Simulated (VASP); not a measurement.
Input of a VASP 6.6.1 run:

INCAR

```
  PREC = Accurate
  ENCUT = 520
  EDIFF = 1E-6
  ISMEAR = 0
  SIGMA = 0.15
  LREAL = F
  LASPH = T
  NELM = 60
  ALGO = Fast
  ISIF = 2
  LWAVE = F
  LCHARG = F
  GGA = PS
  NBANDS = 28
```

File KPOINTS:

```
Automatic mesh
0
Gamma
  18 18 6
```

Contents of POSCAR:

```
Ti3Al
1.0
    2.8957824532      0.0000000000      0.0000000000
   -1.4478912266      2.5078211683      0.0000000000
    0.0000000000      0.0000000000      9.1393541757
Ti Al
3 1
Direct
    0.6666666667      0.3333333333      0.0000000000
    0.3333333333      0.6666666667      0.7511761438
    0.3333333333      0.6666666667      0.2488238562
    0.6517134473      0.3034268946      0.5000000000
```

Potentials or basis: VASP PAW PBE potentials, release 64 (Ti_sv, Al).

Run with:

```sh
$ cat potpaw_PBE.64/Ti_sv/POTCAR potpaw_PBE.64/Al/POTCAR > POTCAR
$ mpirun -np 1 vasp_std > vasp.out
```

Question: Predict the largest force.

Answer: 0.176 eV/Å.

Question: Predict the pressure.

Answer: -0.1 GPa.

Question: Predict the band gap on the k mesh.

Answer: Zero (an odd number of electrons rules out a gap without spin polarisation).

Stress tensor (GPa, compression positive):
```
-0.68  0.00  0.00
 0.00  0.30  0.00
 0.00  0.00  0.02
```

Caveat: the cell differs from its parent crystal (all Al atoms moved -0.075 Å, as atom 4 along Cartesian [0 1 0]); the PAW data sets were made with another functional, which shifts forces and pressure a little.
